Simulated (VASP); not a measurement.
# AlFe (Pm-3m) in VASP: single point with PBEsol

Aim: the single point of AlFe with PBEsol.

All numbers are computed with VASP 6.6.1; they aren't measurements. Logs are shortened: lines on timing, memory, paths and dates and some standing lists are left out, and cuts for length are marked.

### 1 The cell of the first run

It takes space group Pm-3m (No. 221, cubic). Conventional cell: a = 2.767 Å, b = 2.767 Å, c = 2.767 Å, α = 90.00°, β = 90.00°, γ = 90.00°. Al (site symmetry m-3m) has 8 Fe at 2.40 Å and 6 Al at 2.77 Å within 3.2 Å. Within 3.2 Å of Fe (site symmetry m-3m) lie 8 Al at 2.40 Å and 6 Fe at 2.77 Å.

### 2 Single point, PBEsol, collinear spin, ferromagnetic start (volume 10.593 Å^3 an atom, c/a of the conventional cell 1.0000)

Input file INCAR:

```
PREC = Accurate ; ENCUT = 520
EDIFF = 1E-6 ; ISMEAR = 0
SIGMA = 0.15 ; LREAL = F
LASPH = T ; NELM = 150
ALGO = Normal ; ISIF = 2
LWAVE = F ; LCHARG = F
ISPIN = 2 ; MAGMOM = 0 0.75
LORBIT = 11 ; LMAXMIX = 4
GGA = PS ; NBANDS = 16
```

Input file KPOINTS:

```
regular mesh
0
Gamma
  18 18 18
```

Input file POSCAR:

```
AlFe
1.0
    2.7670456409      0.0000000000      0.0000000000
    0.0000000000      2.7670456409      0.0000000000
    0.0000000000      0.0000000000      2.7670456409
Al Fe
1 1
Direct
    0.0000000000      0.0000000000      0.0000000000
    0.5000000000      0.5000000000      0.5000000000
```

Potentials or basis: VASP PAW PBE potentials, release 64 (Al, Fe).

Run with:

```console
$ cat potpaw_PBE.64/Al/POTCAR potpaw_PBE.64/Fe/POTCAR > POTCAR
$ mpirun -np 1 vasp_std > vasp.out
```

OUTCAR:

```text
PREC = Accurate
   ENCUT = 520
   EDIFF = 1E-6
   ISMEAR = 0
   LREAL = F
   LASPH = T
   NELM = 150
   ISIF = 2
   ISPIN = 2
   LORBIT = 11
   GGA = PS

 ion  position               nearest neighbor table
   1  0.000  0.000  0.000-   2 2.40   2 2.40   2 2.40   2 2.40   2 2.40   2 2.40   2 2.40   2 2.40

   2  0.500  0.500  0.500-   1 2.40   1 2.40   1 2.40   1 2.40   1 2.40   1 2.40   1 2.40   1 2.40

  LATTYP: Found a simple cubic cell.
 ALAT       =     2.7670456409

  Lattice vectors:

 A1 = (   2.7670456409,   0.0000000000,   0.0000000000)
 A2 = (   0.0000000000,   2.7670456409,   0.0000000000)
 A3 = (   0.0000000000,   0.0000000000,   2.7670456409)

Analysis of symmetry for initial positions (statically):
=====================================================================
 Subroutine PRICEL returns:
 Original cell was already a primitive cell.

 Routine SETGRP: Setting up the symmetry group for a
 simple cubic supercell.

 Subroutine GETGRP returns: Found 48 space group operations
 (whereof 48 operations were pure point group operations)
 out of a pool of 48 trial point group operations.

The static configuration has the point symmetry O_h .

Analysis of symmetry for dynamics (positions and initial velocities):
=====================================================================
 Subroutine PRICEL returns:
 Original cell was already a primitive cell.

 Routine SETGRP: Setting up the symmetry group for a
 simple cubic supercell.

 Subroutine GETGRP returns: Found 48 space group operations
 (whereof 48 operations were pure point group operations)
 out of a pool of 48 trial point group operations.

The dynamic configuration has the point symmetry O_h .

Analysis of structural, dynamic, and magnetic symmetry:
=====================================================================
 Subroutine PRICEL returns:
 Original cell was already a primitive cell.

 Routine SETGRP: Setting up the symmetry group for a
 simple cubic supercell.

 Subroutine GETGRP returns: Found 48 space group operations
 (whereof 48 operations were pure point group operations)
 out of a pool of 48 trial point group operations.

The overall configuration has the point symmetry O_h .

 Subroutine INISYM returns: Found 48 space group operations
 (whereof 48 operations are pure point group operations),
 and found     1 'primitive' translations

----------------------------------------------------------------------------------------

[... 116 lines left out ...]
   LORBIT       =     11    0 simple, 1 ext, 2 COOP (PROOUT), +10 PAW based schemes
   GGA     = PS    functional components
   LHFCALC =     F    Hartree Fock is set to
   AEXX    =    0.0000 exact exchange contribution
   IVDW    =     0    specifies the selected vdW correction
   LEPSILON=     F    determine dielectric tensor
   LRPA    =     F    only Hartree local field effects (RPA)
 spin polarized calculation
 Gauss-broadening in eV      SIGMA  =   0.15
  energy-cutoff  :      520.00
  volume of cell :       21.19
 maximum number of plane-waves:       587
 NGX is ok and might be reduce to    24
   NGX = 11   NGY = 11   NGZ = 11

 number of electron      10.9999998 magnetization       0.6274068

 Free energy of the ion-electron system (eV)
  ---------------------------------------------------
  ext. energy  EPLUGINS =         0.00000000
  ---------------------------------------------------
  free energy    TOTEN  =       -13.63870954 eV

  energy without entropy =      -13.61766661  energy(sigma->0) =      -13.62818807

 E-fermi :   9.0989     XC(G=0): -12.8159

 val. band max:        9.0946803892   @ k =   0.3889   0.3333   0.2222
 cond. band min:       9.1018854494   @ k =   0.5000   0.5000   0.1111
 fundamental gap:      0.0072050602
 Fermi energy:         9.0989142560

 spin component 1

 k-point     1 :       0.0000    0.0000    0.0000
  band No.  band energies     occupation
      1      -1.9361      1.00000
      2       6.2012      1.00000
      3       6.2012      1.00000
      4       8.8692      0.98482
      5       8.8693      0.98482
      6       8.8693      0.98482
[... 435 lines left out ...]
      5       8.0203      1.00000
      6       8.8413      0.99242
[... 8 lines left out ...]
     15      30.9263      0.00000
     16      31.5904      0.00000

 [... further k-points ...]

 spin component 2

 k-point     1 :       0.0000    0.0000    0.0000
  band No.  band energies     occupation
      1      -1.9017      1.00000
      2       6.5337      1.00000
      3       6.5337      1.00000
      4       9.5817      0.00000
      5       9.5817      0.00000
      6       9.5817      0.00000
[... 435 lines left out ...]
      5       8.6561      0.99999
      6       9.5501      0.00001
[... 8 lines left out ...]
     15      30.9623      0.00000
     16      31.6553      0.00000

 [... further k-points ...]

------------------------ aborting loop because EDIFF is reached ----------------------------------------

  FORCE on cell =-STRESS in cart. coord.  units (eV):
  Direction    XX          YY          ZZ          XY          YZ          ZX
  --------------------------------------------------------------------------------------
  -------------------------------------------------------------------------------------
  Total        2.5532899      2.5532899      2.5532899     -0.0000000      0.0000000      0.0000000
  in kB      193.0908740    193.0908740    193.0908740     -0.0000000      0.0000000      0.0000000
  external PRESSURE =     193.0908740 kB  Pullay stress =       0.0000000 kB

 VOLUME and BASIS-vectors are now :
 -----------------------------------------------------------------------------
  energy-cutoff  :      520.00
  volume of cell :       21.19
      direct lattice vectors                 reciprocal lattice vectors
     2.767045641  0.000000000  0.000000000     0.361396280  0.000000000  0.000000000
     0.000000000  2.767045641  0.000000000     0.000000000  0.361396280  0.000000000
     0.000000000  0.000000000  2.767045641     0.000000000  0.000000000  0.361396280

 POSITION                                       TOTAL-FORCE (eV/Angst)
 -----------------------------------------------------------------------------------
      0.00000      0.00000      0.00000         0.000000      0.000000      0.000000
      1.38352      1.38352      1.38352         0.000000      0.000000      0.000000
 -----------------------------------------------------------------------------------
    total drift:                                0.000000     -0.000000     -0.000000

  FREE ENERGIE OF THE ION-ELECTRON SYSTEM (eV)
  ---------------------------------------------------
  free  energy   TOTEN  =       -13.6387095387 eV

  energy  without entropy=      -13.6176666086  energy(sigma->0) =      -13.62818807

 total charge

# of ion       s       p       d       tot
------------------------------------------
    1        0.417   0.492   0.000   0.909
    2        0.483   0.599   6.609   7.690
--------------------------------------------------
tot          0.900   1.091   6.609   8.599

 magnetization (x)

# of ion       s       p       d       tot
------------------------------------------
    1       -0.006  -0.012   0.000  -0.018
    2       -0.000   0.009   0.640   0.648
--------------------------------------------------
tot         -0.006  -0.004   0.640   0.630
```

Run time: 56 s. Hardware: 1 thread of Intel Xeon 6975P-C (Granite Rapids), shared host; peak memory 0.23 GiB.

Results:

```yaml
Free_energy: -13.6387 eV
Pressure: 19.3 GPa
Net_moment: 0.63 μB per cell
Site_moments: Al -0.02; Fe +0.65 μB
Valence_electrons_inside_the_program's_atomic_spheres: Al 0.91; Fe 7.69
```

Levels at points of the mesh, in eV from the Fermi level:
Spin up:
| k point | band 3 | band 4 | band 5 | band 6 | band 7 | band 8 | band 9 | band 10 |
| --- | --- | --- | --- | --- | --- | --- | --- | --- |
| (0.00, 0.00, 0.00) | -2.90 | -0.23 | -0.23 | -0.23 | 7.11 | 7.11 | 7.11 | 9.99 |
| (0.50, 0.00, 0.00) | -2.14 | -1.34 | -1.34 | -0.08 | 1.21 | 8.97 | 11.85 | 11.85 |
| (0.50, 0.50, 0.00) | -2.18 | -2.18 | -1.10 | -1.10 | 0.66 | 3.83 | 5.03 | 14.30 |
| (0.50, 0.50, 0.50) | -3.99 | 0.71 | 0.71 | 3.14 | 3.14 | 3.14 | 5.49 | 6.83 |
Spin down:
```csv
k point,band 2,band 3,band 4,band 5,band 6,band 7,band 8,band 9
"(0.00, 0.00, 0.00)",-2.57,-2.57,0.48,0.48,0.48,7.16,7.16,7.16
"(0.50, 0.00, 0.00)",-6.37,-1.75,-0.73,-0.73,0.64,1.67,8.91,11.94
"(0.50, 0.50, 0.00)",-2.56,-2.16,-2.16,-0.46,-0.46,1.16,4.15,5.50
"(0.50, 0.50, 0.50)",-3.63,-3.63,1.21,1.21,3.23,3.23,3.23,5.46
```

Caveat: the PAW data sets were made with another functional, which shifts forces and pressure a little.
